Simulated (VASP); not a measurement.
# PtSe2 (C2/m) in VASP: single point with PBE+D3(BJ)

Aim: the single point of PtSe2 with PBE+D3(BJ).

Everything below comes from runs of VASP 6.6.1. Logs are shortened: lines on timing, memory, paths and dates and some standing lists are left out, and cuts for length are marked.

## Step 1: The cell of the first run

Symmetry: C2/m, No. 12, monoclinic system. The conventional cell has a = 6.533 Å, b = 3.772 Å, c = 4.822 Å, α = 90.00°, β = 90.00°, γ = 90.00°. Within 3.2 Å of Pt (site symmetry 2/m) lie 6 Se at 2.41 to 2.79 Å. Within 3.2 Å of Se (site symmetry m) lie 3 Pt at 2.41 to 2.79 Å and 2 Se at 2.76 to 3.01 Å.

## Step 2: Single point, PBE+D3(BJ) (atoms displaced along a vibrational mode)

File INCAR:

```
  ALGO = Normal
  EDIFF = 1E-6
  ENCUT = 520
  GGA = PE
  ISIF = 2
  ISMEAR = 0
  IVDW = 12
  LASPH = T
  LCHARG = F
  LREAL = F
  LWAVE = F
  NBANDS = 31
  NELM = 80
  PREC = Accurate
  SIGMA = 0.15
```

File KPOINTS:

```
k-points
0
Gamma
  12 12 6
```

File POSCAR:

```
PtSe2
1.0
    3.7717024303      0.0000000000      0.0000000000
   -1.8858512152      3.2663901202      0.0000000000
    0.0000000000      0.0000000000      9.6436527086
Pt Se
2 4
Direct
    0.0000000000      0.0000000000      0.0000000000
    0.0000000000      0.0000000000      0.5000000000
    0.3792555883      0.7585111766      0.1327718750
    0.3792555883      0.7585111766      0.6327718750
    0.6207444117      0.2414888234      0.3672281250
    0.6207444117      0.2414888234      0.8672281250
```

Potentials or basis: VASP PAW PBE potentials, release 64 (Pt, Se).

On the command line:

```console
> cat potpaw_PBE.64/Pt/POTCAR potpaw_PBE.64/Se/POTCAR > POTCAR
> mpirun -np 1 vasp_std > vasp.out
```

OUTCAR:

```text
EDIFF = 1E-6
   ENCUT = 520
   GGA = PE
   ISIF = 2
   ISMEAR = 0
   IVDW = 12
   LASPH = T
   LREAL = F
   NELM = 80
   PREC = Accurate
 IVDW          = 12

 ion  position               nearest neighbor table
   1  0.000  0.000  0.000-   6 2.41   3 2.41   6 2.41   3 2.41   6 2.79   3 2.79
   2  0.000  0.000  0.500-   5 2.41   4 2.41   5 2.41   4 2.41   5 2.79   4 2.79
   3  0.379  0.759  0.133-   1 2.41   1 2.41   5 2.76   1 2.79
   4  0.379  0.759  0.633-   2 2.41   2 2.41   6 2.76   2 2.79
   5  0.621  0.241  0.367-   2 2.41   2 2.41   3 2.76   2 2.79
   6  0.621  0.241  0.867-   1 2.41   1 2.41   4 2.76   1 2.79

  LATTYP: Found a hexagonal cell.
 ALAT       =     3.7717024303
 C/A-ratio  =     2.5568434644

  Lattice vectors:

 A1 = (   3.7717024303,   0.0000000000,   0.0000000000)
 A2 = (  -1.8858512152,   3.2663901202,   0.0000000000)
 A3 = (   0.0000000000,   0.0000000000,   9.6436527086)

Analysis of symmetry for initial positions (statically):
=====================================================================
 Subroutine PRICEL returns following result:

  LATTYP: Found a hexagonal cell.
 ALAT       =     3.7717024303
 C/A-ratio  =     1.2784217322

  Lattice vectors:

 A1 = (   3.7717024303,   0.0000000000,   0.0000000000)
 A2 = (  -1.8858512152,   3.2663901202,   0.0000000000)
 A3 = (   0.0000000000,   0.0000000000,   4.8218263543)

   2 primitive cells build up your supercell.

 Routine SETGRP: Setting up the symmetry group for a
 hexagonal supercell.

 Subroutine GETGRP returns: Found  4 space group operations
 (whereof  4 operations were pure point group operations)
 out of a pool of 24 trial point group operations.

The static configuration has the point symmetry C_2h.

Analysis of symmetry for dynamics (positions and initial velocities):
=====================================================================
 Subroutine PRICEL returns following result:

  LATTYP: Found a hexagonal cell.
 ALAT       =     3.7717024303
 C/A-ratio  =     1.2784217322

  Lattice vectors:

 A1 = (   3.7717024303,   0.0000000000,   0.0000000000)
 A2 = (  -1.8858512152,   3.2663901202,   0.0000000000)
 A3 = (   0.0000000000,   0.0000000000,   4.8218263543)

   2 primitive cells build up your supercell.

 Routine SETGRP: Setting up the symmetry group for a
[... 106 lines left out ...]
   ENCUT  =  520.0 eV  38.22 Ry    6.18 a.u.   7.01  7.01 17.93*2*pi/ulx,y,z
   NELM   =     80;   NELMIN=  2; NELMDL= -5     # of ELM steps
   EDIFF  = 0.1E-05   stopping-criterion for ELM
   LREAL  =      F    real-space projection
   EDIFFG = 0.1E-04   stopping-criterion for IOM
   NSW    =      0    number of steps for IOM
   IBRION =     -1    ionic relax: 0-MD 1-quasi-New 2-CG
   NFREE  =      0    steps in history (QN), initial steepest desc. (CG)
   ISIF   =      2    stress and relaxation
   ISYM   =      2    0-nonsym 1-usesym 2-fastsym
   POTIM  = 0.5000    time-step for ionic-motion
   TEBEG  =    0.0;   TEEND  =   0.0 temperature during run
   PSTRESS=    0.0 pullay stress
   NELECT =      44.0000    total number of electrons
   NUPDOWN=      -1.0000    fix difference up-down
   EMIN   =  10.00;   EMAX   =-10.00  energy-range for DOS
   EFERMI =   0.00;   METHOD = LEGACY
   ISMEAR =     0;   SIGMA  =   0.15  broadening in eV -4-tet -1-fermi 0-gaus
   EFERMI_NEDOS =   21; number of points for ismear=-14 and -15
   IALGO  =     38    algorithm
   IMIX   =      4    mixing-type and parameters
     AMIX     =   0.40;   BMIX     =  1.00
     AMIX_MAG =   1.60;   BMIX_MAG =  1.00
  volume/ion in A,a.u.               =      19.80       133.63
  Fermi-wavevector in a.u.,A,eV,Ry     =   1.175646  2.221650 18.805216  1.382144
  Thomas-Fermi vector in A             =   2.312024
   LORBIT       =      0    0 simple, 1 ext, 2 COOP (PROOUT), +10 PAW based schemes
   GGA     = PE    functional components
   LHFCALC =     F    Hartree Fock is set to
   AEXX    =    0.0000 exact exchange contribution
   IVDW    =    12    specifies the selected vdW correction
   LEPSILON=     F    determine dielectric tensor
   LRPA    =     F    only Hartree local field effects (RPA)
 non-spin polarized calculation
 Gauss-broadening in eV      SIGMA  =   0.15
  energy-cutoff  :      520.00
  volume of cell :      118.81
 maximum number of plane-waves:      3231
   NGX = 13   NGY = 13   NGZ = 35

 number of electron      43.9999995 magnetization

 Free energy of the ion-electron system (eV)
  ---------------------------------------------------
  ext. energy  EPLUGINS =         0.00000000
  ---------------------------------------------------
  free energy    TOTEN  =       -27.48360485 eV

  energy without entropy =      -27.46101783  energy(sigma->0) =      -27.47231134

 E-fermi :   6.6536     XC(G=0): -10.7858

 val. band max:        6.6528853986   @ k =  -0.0833   0.2500   0.5000
 cond. band min:       6.6549293734   @ k =  -0.0833  -0.0833   0.1667
 fundamental gap:      0.0020439749
 Fermi energy:         6.6535639861

 k-point     1 :       0.0000    0.0000    0.0000
  band No.  band energies     occupation
      1      -9.2508      2.00000
      2      -8.2448      2.00000
      3      -7.6726      2.00000
      4      -5.8181      2.00000
      5      -0.8552      2.00000
      6       0.1047      2.00000
[... 805 lines left out ...]
     30      12.3744      0.00000
     31      13.9515      0.00000

 [... further k-points ...]

------------------------ aborting loop because EDIFF is reached ----------------------------------------

 Edisp (eV)   -2.94046

 E8    (eV) :    -1.2637

  FORCE on cell =-STRESS in cart. coord.  units (eV):
  Direction    XX          YY          ZZ          XY          YZ          ZX
  --------------------------------------------------------------------------------------
  -------------------------------------------------------------------------------------
  Total       6.78996     2.66180     4.40894    -0.00000    -4.93563     0.00000
  in kB      91.56530    35.89539    59.45627    -0.00000   -66.55891     0.00000
  external pressure =       62.31 kB  Pullay stress =        0.00 kB

 VOLUME and BASIS-vectors are now :
 -----------------------------------------------------------------------------
  energy-cutoff  :      520.00
  volume of cell :      118.81
      direct lattice vectors                 reciprocal lattice vectors
     3.771702430  0.000000000  0.000000000     0.265132263  0.153074183  0.000000000
    -1.885851215  3.266390120  0.000000000     0.000000000  0.306148367  0.000000000
     0.000000000  0.000000000  9.643652709     0.000000000  0.000000000  0.103695149

 POSITION                                       TOTAL-FORCE (eV/Angst)
 -----------------------------------------------------------------------------------
      0.00000      0.00000      0.00000        -0.000000      0.000000      0.000000
      0.00000      0.00000      4.82183        -0.000000      0.000000      0.000000
     -0.00000      2.47759      1.28041         0.000000     -1.345211      1.223680
     -0.00000      2.47759      6.10223         0.000000     -1.345211      1.223680
      1.88585      0.78880      3.54142        -0.000000      1.345211     -1.223680
      1.88585      0.78880      8.36325        -0.000000      1.345211     -1.223680
 -----------------------------------------------------------------------------------
    total drift:                                0.000000     -0.000000      0.000000

  FREE ENERGIE OF THE ION-ELECTRON SYSTEM (eV)
  ---------------------------------------------------
  free  energy   TOTEN  =       -30.4240634299 eV

  energy  without entropy=      -30.4014764055  energy(sigma->0) =      -30.41276992
```

OSZICAR:

```text
N       E                     dE             d eps       ncg     rms          rms(c)
DAV:   1     0.248912214909E+03    0.24891E+03   -0.20016E+04 15044   0.127E+03
DAV:   2    -0.134018338824E+02   -0.26231E+03   -0.25071E+03 17938   0.247E+02
DAV:   3    -0.284228560737E+02   -0.15021E+02   -0.14669E+02 18230   0.570E+01
DAV:   4    -0.286252697992E+02   -0.20241E+00   -0.20211E+00 17354   0.728E+00
DAV:   5    -0.286280774411E+02   -0.28076E-02   -0.28071E-02 18552   0.825E-01    0.189E+01
DAV:   6    -0.278160718906E+02    0.81201E+00   -0.64791E+00 15375   0.182E+01    0.117E+01
DAV:   7    -0.275662225527E+02    0.24985E+00   -0.18275E+00 15242   0.108E+01    0.522E+00
DAV:   8    -0.274879616314E+02    0.78261E-01   -0.16633E-01 17419   0.304E+00    0.859E-01
DAV:   9    -0.274833713354E+02    0.45903E-02   -0.32329E-02 16747   0.119E+00    0.216E-01
DAV:  10    -0.274835281331E+02   -0.15680E-03   -0.28245E-03 17895   0.302E-01    0.119E-01
DAV:  11    -0.274836335583E+02   -0.10543E-03   -0.17645E-04 17492   0.878E-02    0.699E-02
DAV:  12    -0.274836044004E+02    0.29158E-04   -0.20050E-04 17181   0.107E-01    0.102E-02
DAV:  13    -0.274836048780E+02   -0.47767E-06   -0.12316E-05 17874   0.212E-02    0.684E-03
DAV:  14    -0.274836048501E+02    0.27973E-07   -0.26700E-06 13258   0.723E-03
   1 F= -.30424063E+02 E0= -.30412770E+02  d E =-.225870E-01
```

Wall time 7.5 min (1 thread of Intel Xeon Platinum 8488C (Sapphire Rapids), shared host); peak memory 0.79 GiB.

Results:

```
Free energy                : -30.4241 eV
Pressure                   : 6.2 GPa
Largest force              : 1.819 eV/Å
Band gap on the k mesh     : zero (bands 22 and 23 overlap by 0.75 eV)
Dispersion energy per atom : -0.490 eV
```

Forces in eV/Å, atoms in the order of the input:
```
Pt   0.000  0.000  0.000
Pt   0.000  0.000  0.000
Se   0.000 -1.345  1.224
Se   0.000 -1.345  1.224
Se   0.000  1.345 -1.224
Se   0.000  1.345 -1.224
```

Stress tensor (GPa, compression positive):
```
 9.16  0.00  0.00
 0.00  3.59 -6.66
 0.00 -6.66  5.95
```

Caveat: the cell differs from its parent crystal (atoms displaced along a vibrational mode); the cell stands under pressure; spin-orbit coupling is left out, which moves the levels of the heavy elements; forces of over 1 eV/Å act on the atoms, so gaps and moduli don't describe the material at rest.
